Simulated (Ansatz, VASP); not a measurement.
# Rh in VASP and in Ansatz

INCAR

```
PREC = Accurate ; ENCUT = 520
EDIFF = 1E-8 ; ISMEAR = -1
SIGMA = 0.08 ; LREAL = F
LASPH = T ; NELM = 80
ALGO = Normal ; ISIF = 2
LWAVE = F ; LCHARG = F
GGA = PS ; LEFG = T
NBANDS = 14
```

Contents of KPOINTS:

```
regular mesh
0
Gamma
  16 16 16
```

File POSCAR:

```
Rh
1.0
    0.0000000000      1.9141434134      1.9141434134
    1.9141434134      0.0000000000      1.9141434134
    1.9141434134      1.9141434134      0.0000000000
Rh
1
Direct
    0.0000000000      0.0000000000      0.0000000000
```

Input for Ansatz:

```yaml
crystal:
  lattice:
    - [0.0, 1.9141434134, 1.9141434134]
    - [1.9141434134, 0.0, 1.9141434134]
    - [1.9141434134, 1.9141434134, 0.0]
  atoms:
    - { symbol: Rh, position: [0.0, 0.0, 0.0] }
kpoints:
  mp_grid: { grid: [16, 16, 16] }
scf:
  occupations: { method: fermi_dirac, width: 0.08 }
hamiltonian:
  xc: pbesol
  pseudopotentials: { kind: paw }
output:
  forces: true
  stress: true
  eigenvalues: true
  efg: { contact_densities: true }
  write_density: true
  write_potential: true
  elf: true
  volumetric_format: npy
```

Change from the starting cell: volume scaled by 1.02, PAW files.

Alike in both runs: task electric field gradients; functional PBEsol; k mesh 16 × 16 × 16; occupations fermi-dirac, width 0.08 eV; no spin polarisation.

```csv
,VASP,Ansatz
version,VASP 6.6.1,Ansatz 0.2.0
potentials or method,"VASP PAW PBE potentials, release 64 (Rh_pv)","PAW with Ansatz's default frozen-core files, scalar-relativistic"
plane-wave cutoff (eV),520,420
valence electrons in the cell,15,17
```

|  | VASP | Ansatz | Ansatz less VASP |
| --- | --- | --- | --- |
| pressure (GPa) | -10.0 | -9.9 | +0.06 |

VASP's potentials were made for PBE, not for PBEsol. VASP's potentials hold 15 valence electrons a cell and Ansatz's 17, so a difference there can come from the potentials and not from the codes.
